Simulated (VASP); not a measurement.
A run of VASP 6.6.1 is set up as follows.

Contents of INCAR:

```
SYSTEM = WC
ALGO = Normal
EDIFF = 1E-6
ENCUT = 520
GGA = CA
ISIF = 2
ISMEAR = 1
LASPH = .True.
LCHARG = .False.
LREAL = .False.
LWAVE = .False.
NBANDS = 16
NELM = 80
PREC = Accurate
SIGMA = 0.1
```

The input KPOINTS:

```
k-points
0
Gamma
  11 11 11
  0 0 0
```

POSCAR

```
WC
1.0
    0.0000000000      2.2215384142      2.2215384142
    2.2215384142      0.0000000000      2.2215384142
    2.2215384142      2.2215384142      0.0000000000
W C
1 1
Direct
    0.0000000000      0.0000000000      0.0000000000
    0.5000000000      0.5000000000      0.5000000000
```

Potentials or basis: VASP PAW LDA potentials, release 64 (W_sv, C).

Run with:

```bash
$ cat potpaw_LDA.64/W_sv/POTCAR potpaw_LDA.64/C/POTCAR > POTCAR
$ mpirun -np 1 vasp_std > vasp.out
```

Problem. Predict the band gap on the k mesh.

Solution. Zero (band 9 reaches 12.52 eV, above the bottom of band 10 at 9.65 eV).

Problem. What does it give for the pressure?

Solution. -26.1 GPa.

Caveat: spin-orbit coupling is left out, which moves the levels of the heavy elements.
